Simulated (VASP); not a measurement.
Input of a VASP 6.6.1 run:

The input INCAR:

```
SYSTEM = MgO
PREC     = Accurate       ! precision mode
ENCUT    = 520            ! plane-wave cutoff, eV
EDIFF    = 1E-7           ! SCF threshold, eV
ISMEAR   = 0              ! smearing method
SIGMA    = 0.05           ! smearing width, eV
LREAL    = .False.        ! projectors in reciprocal space
LASPH    = .True.         ! aspherical terms in the spheres
NELM     = 80             ! most SCF steps
ALGO     = Normal         ! electronic algorithm
ISIF     = 2              ! what is computed and relaxed
LWAVE    = .False.        ! write WAVECAR
LCHARG   = .False.        ! write CHGCAR
GGA      = PS             ! functional
NBANDS   = 16             ! bands
```

File KPOINTS:

```
Automatic mesh
0
Gamma
  9 9 6
  0 0 0
```

POSCAR

```
MgO
1.0
    3.2399209199      0.0000000000      0.0000000000
   -1.6199604600      2.8058538229      0.0000000000
    0.0000000000      0.0000000000      5.2182166336
Mg O
2 2
Direct
    0.3333333333      0.6666666667     -0.0081359286
    0.6666666667      0.3333333333      0.4918640714
    0.3333333333      0.6666666667      0.4009416620
    0.6666666667      0.3333333333      0.9009416620
```

Potentials or basis: VASP PAW PBE potentials, release 64 (Mg, O).

Command:

```sh
$ cat potpaw_PBE.64/Mg/POTCAR potpaw_PBE.64/O/POTCAR > POTCAR
$ mpirun -np 1 vasp_std > vasp.out
```

Question: Predict the pressure.

Answer: 1.7 GPa.

Question: Predict the band gap on the k mesh.

Answer: 3.36 eV, direct.

Question: Predict the largest force.

Answer: 0.715 eV/Å.

Forces on the atoms (eV/Å):
```
Mg   0.000  0.000  0.715
Mg   0.000  0.000  0.715
O    0.000  0.000 -0.715
O    0.000  0.000 -0.715
```

Caveat: the PAW data sets were made with another functional, which shifts forces and pressure a little. A k mesh can miss the band edges.
